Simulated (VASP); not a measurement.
**GeCN2: single point with PBEsol**

Crystal: GeCN2.

```
CELL_PARAMETERS angstrom
1.75178 1.01139 4.88806
-1.75178 1.01139 4.88806
0.00000 -2.02278 4.88806
ATOMIC_POSITIONS crystal
Ge 0.00000 0.00000 0.00000
C 0.50000 0.50000 0.50000
N 0.41560 0.41560 0.41560
N 0.58440 0.58440 0.58440
```

```json
{"Program": "VASP 6.6.1", "Task": "single point", "Functional": "PBEsol", "Potentials or basis": "VASP PAW PBE potentials, release 64 (Ge_d, C, N)", "Cutoff": "520 eV", "k mesh": "12 × 12 × 12", "Occupations": "gaussian, width 0.02 eV", "Spin": "no spin polarisation"}
```

The pressure is 0.1 GPa, the largest force is 0.125 eV/Å and the band gap on the k mesh is 0.83 eV (least direct gap 1.64 eV).

Forces in eV/Å, atoms in the order of the input:
```
Ge   0.000  0.000  0.000
C    0.000  0.000  0.000
N    0.000  0.000 -0.125
N    0.000  0.000  0.125
```

Stress tensor (GPa, compression positive):
```
-0.24  0.00  0.00
 0.00 -0.24  0.00
 0.00  0.00  0.82
```

Levels at points of the mesh, in eV from the valence-band top:
```
           k point  band 10  band 11  band 12  band 13  band 14  band 15  band 16  band 17  band 18  band 19
(0.00, 0.00, 0.00)    -5.49    -5.49    -2.24    -2.24    -1.93     2.40     3.17     3.17     4.78     7.17
(0.50, 0.00, 0.00)    -5.92    -5.68    -4.41    -3.64    -3.35     2.75     4.70     5.27     5.30     5.94
(0.50, 0.50, 0.00)    -6.95    -6.19    -6.05    -2.11    -0.06     1.81     1.81     4.04     6.13     6.58
(0.50, 0.50, 0.50)    -5.48    -5.48    -2.32    -2.32    -0.87     0.83     4.70     4.70     4.85     4.85
```

Run time: 9.2 min on 1 thread of Intel Xeon 8259CL (shared host), peak memory 0.39 GiB.

Caveat: the PAW data sets were made with another functional, which shifts forces and pressure a little. A k mesh can miss the band edges.
